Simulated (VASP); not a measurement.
## SbS5: single point with PBE

SbS5:

```
Sb S
1.0
     5.83941    0.00000    0.00000
    -2.91971    5.05708    0.00000
     0.00000    0.00000    3.86406
Sb S
1 5
Direct
  0.00000 0.00000 0.00000
  0.33333 0.66667 0.00000
  0.66667 0.33333 0.00000
  0.50000 0.00000 0.50000
  0.50000 0.50000 0.50000
  0.00000 0.50000 0.50000
```

The cell was built from a structure type or drawn by symmetry, and may not be a known phase.

| Property | Result |
| --- | --- |
| Program | VASP 6.6.1 |
| Task | single point |
| Functional | PBE |
| Potentials or basis | VASP PAW PBE potentials, release 64 (Sb, S) |
| Cutoff | 520 eV |
| k mesh | 3 × 3 × 4 |
| Occupations | gaussian, width 0.1 eV |
| Spin | no spin polarisation |

| Item | Value |
| --- | --- |
| Pressure | -0.1 GPa |
| Band gap on the k mesh | zero (an odd number of electrons rules out a gap without spin polarisation) |

Levels at points of the mesh, in eV from the Fermi level:
```
           k point  band 15  band 16  band 17  band 18  band 19  band 20
(0.00, 0.00, 0.00)    -2.23    -1.24    -1.24     0.07     0.55     0.55
(0.00, 0.00, 0.50)    -0.28    -0.18     0.27     0.45     0.45     1.02
```

Run time: 16 s on 1 thread of Intel(R) Xeon(R) 6975P-C (Granite Rapids) (shared host), peak memory 0.24 GiB.

Caveat: the k points lie up to 0.41 Å⁻¹ apart, too coarse for converged energies and pressures of a metal; spin-orbit coupling is left out, which moves the levels of the heavy elements.
